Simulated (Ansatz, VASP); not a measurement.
## One calculation of Na3YH, two programs

POSCAR

```
Na3YH
1.0
    4.4924290000      0.0000000000      0.0000000000
    0.0000000000      4.4924290000      0.0000000000
    0.0000000000      0.0000000000      4.4924290000
Na H Y
3 1 1
Direct
    0.5000000000      0.0000000000      0.5000000000
    0.0000000000      0.5000000000      0.5000000000
    0.5000000000      0.5000000000      0.0000000000
    0.5000000000      0.5000000000      0.5000000000
    0.0000000000      0.0000000000      0.0000000000
```

The input INCAR.step1:

```
SYSTEM = Na3YH
PREC = Accurate
ENCUT = 520
ISMEAR = -1
SIGMA = 0.1
LREAL = .FALSE.
LASPH = .TRUE.
NELM = 60
NBANDS = 24
GGA = PE
ALGO = Normal
EDIFF = 1E-4
LWAVE = .TRUE.
LCHARG = .FALSE.
```

File INCAR.step2:

```
SYSTEM = Na3YH
PREC = Accurate
ENCUT = 520
EDIFF = 1E-7
ISMEAR = -1
SIGMA = 0.1
LREAL = .FALSE.
LASPH = .TRUE.
NELM = 60
ALGO = Normal
ISIF = 2
LWAVE = .FALSE.
LCHARG = .FALSE.
METAGGA = R2SCAN
LMIXTAU = .TRUE.
NBANDS = 24
ISTART = 1
```

File KPOINTS:

```
Automatic mesh
0
G
  8 8 8
  0 0 0
```

Input for Ansatz:

```yaml
crystal:
  lattice:
    - [4.492429, 0.0, 0.0]
    - [0.0, 4.492429, 0.0]
    - [0.0, 0.0, 4.492429]
  atoms:
    - { symbol: Na, position: [0.5, 0.0, 0.5] }
    - { symbol: Na, position: [0.0, 0.5, 0.5] }
    - { symbol: Na, position: [0.5, 0.5, 0.0] }
    - { symbol: H, position: [0.5, 0.5, 0.5] }
    - { symbol: "Y", position: [0.0, 0.0, 0.0] }
  symmetry: { tolerance: 0.0003 }
kpoints:
  mp_grid: { grid: [8, 8, 8], shift: [0, 0, 0] }
  band_path:
    path:
      - [0.0, 0.0, 0.0]
      - [0.0, 0.5, 0.0]
      - [0.5, 0.5, 0.0]
      - [0.0, 0.0, 0.0]
      - [0.5, 0.5, 0.5]
      - [0.0, 0.5, 0.0]
      - [0.5, 0.5, 0.5]
      - [0.5, 0.5, 0.0]
    npoints: 8
magnetization:
  spin_polarized: false
scf:
  occupations: { method: fermi_dirac }
  lower_state_search: "off"
  max_iter: 200
hamiltonian:
  pseudopotentials: { kind: paw }
  xc: r2scan
basis:
  ecutwfc: 500
  fft_grid_basis: typed
output:
  forces: true
  stress: true
  eigenvalues: true
  bader: true
  populations: true
  elf: true
  write_potential: true
  volumetric_format: npy
  dos:
    e_range: [-12, 8]
    de: 0.05
    projected: { site_lists: { H: [H], Na: [Na], "Y": ["Y"] } }
checkpoint:
  read: saved_state
```

Alike in both runs: task single point; functional r2SCAN; k mesh 8 × 8 × 8; no spin polarisation.

|  | VASP | Ansatz |
| --- | --- | --- |
| version | VASP 6.6.1 | Ansatz 0.2.0 |
| potentials or method | VASP PAW PBE potentials, release 64 (Na_pv, H, Y_sv), cutoff 520 eV | PAW plane waves |
| occupations | fermi-dirac, width 0.1 eV | fermi-dirac |
| valence electrons in the cell | 33 | 39 |

|  | VASP | Ansatz | Ansatz less VASP |
| --- | --- | --- | --- |
| pressure (GPa) | 13.0 | 13.0 | +0.03 |

VASP's potentials were made for PBE, not for r2SCAN. VASP's potentials hold 33 valence electrons a cell and Ansatz's 39, so a difference there can come from the potentials and not from the codes.
